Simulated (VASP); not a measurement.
A run of VASP 6.6.1 is set up as follows.

POSCAR

```
ZnF2
1.0
    4.7038118641      0.0000000000      0.0000000000
    0.0000000000      4.7038118641      0.0000000000
    0.0000000000      0.0000000000      3.1291321008
Zn F
2 4
Direct
    0.0000000000      0.0000000000      0.0000000000
    0.5000000000      0.5000000000      0.5000000000
    0.3032131056      0.3032131056      0.0000000000
    0.1967868944      0.8032131056      0.5000000000
    0.6967868944      0.6967868944      0.0000000000
    0.8032131056      0.1967868944      0.5000000000
```

Contents of INCAR.step1:

```
SYSTEM = ZnF2
PREC = Accurate
ENCUT = 660
ISMEAR = -1
SIGMA = 0.02
LREAL = .FALSE.
LASPH = .TRUE.
NELM = 120
NBANDS = 35
GGA = PE
ALGO = Normal
EDIFF = 1E-5
LWAVE = .TRUE.
LCHARG = .FALSE.
GGA_COMPAT = .FALSE.
```

INCAR.step2

```
SYSTEM = ZnF2
PREC = Accurate
ENCUT = 660
EDIFF = 1E-6
ISMEAR = -1
SIGMA = 0.02
LREAL = .FALSE.
LASPH = .TRUE.
NELM = 120
ALGO = Normal
ISIF = 2
LWAVE = .FALSE.
LCHARG = .TRUE.
METAGGA = R2SCAN
LMIXTAU = .TRUE.
LELF = .TRUE.
LVHAR = .TRUE.
NBANDS = 35
ISTART = 1
GGA_COMPAT = .FALSE.
```

Contents of KPOINTS:

```
Automatic mesh
0
G
  6 6 8
  0 0 0
```

Potentials or basis: VASP PAW PBE potentials, release 64 (Zn, F).

Launch:

```bash
$ cat potpaw_PBE.64/Zn/POTCAR potpaw_PBE.64/F/POTCAR > POTCAR
$ cp INCAR.step1 INCAR
$ mpirun -np 1 vasp_std > vasp.out
$ cp INCAR.step2 INCAR
$ mpirun -np 1 vasp_std > vasp.out
```

Task: What does it give for the band gap on the k mesh?

Result: 4.22 eV.

Task: Estimate the pressure.

Result: 0.2 GPa.

Task: Predict the largest force.

Result: 0.014 eV/Å.

Forces in eV/Å, atoms in the order of the input:
```
Zn   0.000  0.000  0.000
Zn   0.000  0.000  0.000
F   -0.010 -0.010  0.000
F    0.010 -0.010  0.000
F    0.010  0.010  0.000
F   -0.010  0.010  0.000
```

Caveat: the PAW data sets were made with another functional, which shifts forces and pressure a little. A k mesh can miss the band edges.
